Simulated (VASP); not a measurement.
## Ga2O: relaxation of cell and atoms with PBE

Ga2O:

```
Ga O
1.0
     3.37406    0.00000    0.00000
    -1.68703    2.92202    0.00000
     0.00000    0.00000    5.34312
Ga O
2 1
Direct
  0.00000 0.00000 0.50000
  0.33333 0.66667 0.00000
  0.66667 0.33333 0.50000
```

```
Program                : VASP 6.6.1
Task                   : relaxation of cell and atoms
Functional             : PBE
Potentials or basis    : VASP PAW PBE potentials, release 64 (Ga_d, O)
Cutoff                 : 600 eV
k mesh                 : 18 × 18 × 10
Occupations            : gaussian, width 0.1 eV
Spin                   : no spin polarisation
Dipole correction      : no
Further INCAR settings : ALGO = Normal; EDIFF = 1e-07; IBRION = 2; EDIFFG = -0.01; NSW = 100; ISIF = 3
```

| Property | Result |
| --- | --- |
| Relaxed volume | 17.70 Å³/atom |
| Relaxed cell | a = 3.385 Å, b = 3.385 Å, c = 5.350 Å, α = 90.00°, β = 90.00°, γ = 120.00° |
| Space group after relaxing (to 0.05 Å) | P-6m2 (No. 187) |
| Energy gained by relaxing | 0.3 meV/atom |
| Ionic steps | 2 |
| Pressure after relaxing | 0.0 GPa |
| Band gap on the k mesh | zero (band 16 reaches 4.89 eV, above the bottom of band 17 at 4.07 eV) |

Step by step:
| step | energy change (eV) | largest force (eV/Å) | pressure (GPa) | volume (Å³) |
| --- | --- | --- | --- | --- |
| 1 | 0.0000 | 0.0000 | 0.50 | 52.68 |
| 2 | -0.0008 | 0.0000 | 0.02 | 53.10 |

Final structure:
```
Ga O
1.0
     3.38518    0.00000    0.00000
    -1.69259    2.93166    0.00000
     0.00000    0.00000    5.35043
Ga O
2 1
Cartesian
  0.0000 0.0000 2.6752
  0.0000 1.9544 0.0000
  1.6926 0.9772 2.6752
```

Levels at points of the mesh, in eV from the Fermi level:
```tsv
k point	band 13	band 14	band 15	band 16	band 17	band 18	band 19	band 20
(0.00, 0.00, 0.00)	-6.18	-4.95	-4.95	-1.98	0.30	6.02	6.02	8.74
(0.50, 0.00, 0.00)	-6.05	-4.52	-4.14	-2.09	0.29	1.71	3.91	4.63
(0.00, 0.00, 0.50)	-4.95	-4.95	-4.31	-3.98	3.19	4.87	6.95	6.95
(0.50, 0.00, 0.50)	-6.04	-5.08	-4.39	-1.37	0.04	1.59	4.52	4.67
```

Wall time 3 min on 1 thread of Intel(R) Xeon(R) 6975P-C (Granite Rapids), with other jobs on the host, peak memory 0.39 GiB.
